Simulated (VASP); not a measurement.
A run of VASP 6.6.1 is set up as follows.

File INCAR:

```
PREC = Accurate
ENCUT = 520
EDIFF = 1E-8
ISMEAR = -1
SIGMA = 0.1
LREAL = F
LASPH = T
NELM = 60
ALGO = Normal
ISIF = 2
LWAVE = F
LCHARG = F
GGA = PS
IBRION = 8
NSW = 1
```

The input KPOINTS:

```
regular mesh
0
Gamma
  14 14 8
```

Contents of POSCAR:

```
Ru
1.0
    2.7058000000      0.0000000000      0.0000000000
   -1.3529000000      2.3432915400      0.0000000000
    0.0000000000      0.0000000000      4.2819000000
Ru
2
Direct
    0.3333333333      0.6666666667      0.2500000000
    0.6666666667      0.3333333333      0.7500000000
```

Potentials or basis: VASP PAW PBE potentials, release 64 (Ru_pv).

Run with:

```sh
$ cat potpaw_PBE.64/Ru_pv/POTCAR > POTCAR
$ mpirun -np 1 vasp_std > vasp.out
```

Q: What does it give for the highest phonon frequency at Γ?

A: 250 cm⁻¹.

Phonon frequencies in cm⁻¹ (negative: imaginary):
```tsv
q point	frequencies
(0.000, 0.000, 0.000)	0 0 0 190 190 250
```

Caveat: the cell wasn't relaxed at this level first, which shifts response properties.
